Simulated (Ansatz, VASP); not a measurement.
## LiF: VASP beside Ansatz

File INCAR:

```
  ALGO = Normal
  EDIFF = 1E-6
  ENCUT = 520
  GGA = PE
  ISIF = 2
  ISMEAR = 0
  LASPH = True
  LCHARG = False
  LREAL = False
  LWAVE = False
  NBANDS = 18
  NELM = 80
  PREC = Accurate
  SIGMA = 0.05
```

Contents of KPOINTS:

```
k-points
0
Gamma
  9 9 6
```

Contents of POSCAR:

```
LiF
1.0
    2.9199564962      0.0000000000      0.0000000000
   -1.4599782481      2.5287565037      0.0000000000
    0.0000000000      0.0000000000      4.7189416935
Li F
2 2
Direct
    0.3333333333      0.6666666667      0.3810713234
    0.6666666667      0.3333333333      0.8810713234
    0.3333333333      0.6666666667      0.9939266766
    0.6666666667      0.3333333333      0.4939266766
```

Input for Ansatz:

```yaml
crystal:
  lattice:
    - [2.9199564962, 0.0, 0.0]
    - [-1.4599782481, 2.5287565037, 0.0]
    - [0.0, 0.0, 4.7189416935]
  atoms:
    - { symbol: Li, position: [0.3333333333, 0.6666666667, 0.3810713234] }
    - { symbol: Li, position: [0.6666666667, 0.3333333333, 0.8810713234] }
    - { symbol: F, position: [0.3333333333, 0.6666666667, 0.9939266766] }
    - { symbol: F, position: [0.6666666667, 0.3333333333, 0.4939266766] }
basis:
  ecutwfc: 520.0
kpoints:
  mp_grid: { grid: [9, 9, 6] }
hamiltonian:
  xc: pbe
scf:
  occupations: { method: gaussian, width: 0.05 }
output:
  forces: true
  stress: true
  eigenvalues: true
```

Alike in both runs: task single point; functional PBE; k mesh 9 × 9 × 6; occupations gaussian, width 0.05 eV; no spin polarisation.

|  | VASP | Ansatz |
| --- | --- | --- |
| version | VASP 6.6.1 | Ansatz 0.2.0 |
| potentials or method | VASP PAW PBE potentials, release 64 (Li_sv, F), cutoff 520 eV | scalar-relativistic, plane waves, PAW |
| valence electrons in the cell | 20 | 20 |

```csv
,VASP,Ansatz,Ansatz less VASP
gap on the k mesh at the Fermi level (eV),8.59,8.61,+0.014
least direct gap on the mesh (eV),8.59,8.61,+0.014
rms of the force components (eV/Å),0.098,0.093,-0.0059
```

Atom by atom the forces differ by 0.006 eV/Å (rms over components). With one functional, cell and mesh, what is left measures potentials, basis and numerics.

Noted on VASP's run: the cutoff is short for stress, so the pressure is rough.
